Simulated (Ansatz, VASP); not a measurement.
## EuMn in VASP and in Ansatz

```
Eu Mn
1.0
     3.84531    0.00000    0.00000
     0.00000    3.84531    0.00000
     0.00000    0.00000    3.84531
Eu Mn
1 1
Direct
  0.00000 0.00000 0.00000
  0.50000 0.50000 0.50000
```

Alike in both runs: task single point; functional PBE; k mesh 8 × 8 × 8; occupations gaussian, width 0.05 eV; collinear spin; Hubbard terms Eu f U = 6.0 eV.

```csv
,VASP,Ansatz
version,VASP 6.6.1,Ansatz 0.2.0
potentials or method,"VASP PAW PBE potentials, release 64 (Eu, Mn_pv), cutoff 520 eV","scalar-relativistic, plane waves, PAW"
valence electrons in the cell,30,32
```

```csv
,VASP,Ansatz,Ansatz less VASP
gap on the k mesh at the Fermi level (eV),none,none,-
pressure (GPa),-1.4,-1.4,-0.06
net moment per atom (μB),1.71,1.71,+0.001
size of the moment on the site where the two differ most (μB),6.82,7.08,+0.256
```

Site moments also hang on the region over which each program counts them. The programs project onto different local orbitals, so the same U acts differently, and such runs can settle in different states. A gap of «none» marks a metal or a gap that the smearing closes. VASP's potentials hold 30 valence electrons a cell and Ansatz's 32, so a difference there can come from the potentials and not from the codes. Ansatz's warnings: filled band counts differ across k points.

Neither program's run includes spin-orbit coupling.
